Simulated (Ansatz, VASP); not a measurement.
# Bi: VASP beside Ansatz

INCAR

```
SYSTEM = Bi
PREC = Accurate ; ENCUT = 520
EDIFF = 1E-6 ; ISMEAR = 0
SIGMA = 0.15 ; LREAL = .False.
LASPH = .True. ; NELM = 100
ALGO = Fast ; ISIF = 2
LWAVE = .False. ; LCHARG = .True.
GGA = PS ; LELF = .True.
LVHAR = .True. ; NBANDS = 14
```

KPOINTS

```
regular mesh
0
Gamma
  18 18 18
  0 0 0
```

Contents of POSCAR:

```
Bi
1.0
   -1.9442787093      1.9814305318      1.9442787093
    2.0185823543     -1.9814305318      2.0185823543
    1.9442787093      1.9814305318     -1.9442787093
Bi
1
Direct
    0.0000000000      0.0000000000      0.0000000000
```

Input for Ansatz:

```yaml
crystal:
  lattice:
    - [-1.9442787093, 1.9814305318, 1.9442787093]
    - [2.0185823543, -1.9814305318, 2.0185823543]
    - [1.9442787093, 1.9814305318, -1.9442787093]
  atoms:
    - { symbol: Bi, position: [0.0, 0.0, 0.0] }
basis:
  ecutwfc: 420
kpoints:
  mp_grid: { grid: [18, 18, 18] }
hamiltonian:
  xc: pbesol
scf:
  occupations: { method: gaussian, width: 0.15 }
output:
  forces: true
  stress: true
  eigenvalues: true
```

Change from the starting cell: strain +0.0375 x Voigt [0, 0, 0, 0, 1, 0], atoms carried along.

Alike in both runs: task single point; functional PBEsol; k mesh 18 × 18 × 18; occupations gaussian, width 0.15 eV; no spin polarisation.

```csv
,VASP,Ansatz
version,VASP 6.6.1,Ansatz 0.2.0
potentials or method,"VASP PAW PBE potentials, release 64 (Bi_d), cutoff 520 eV","scalar-relativistic, plane waves, PAW"
valence electrons in the cell,15,15
```

VASP gave:

| Property | Result |
| --- | --- |
| gap on the k mesh at the Fermi level (eV) | none |
| pressure (GPa) | -1.9 |
| traceless stress, the component that is largest in VASP (GPa) | -0.78 |

Task: Estimate Ansatz's values.

Result: gap on the k mesh at the Fermi level (eV): none; pressure (GPa): -1.9; traceless stress, the component that is largest in VASP (GPa): -0.77.

VASP's potentials were made for PBE, not for PBEsol. A gap of «none» marks a metal or a gap that the smearing closes.

Neither program's run includes spin-orbit coupling.
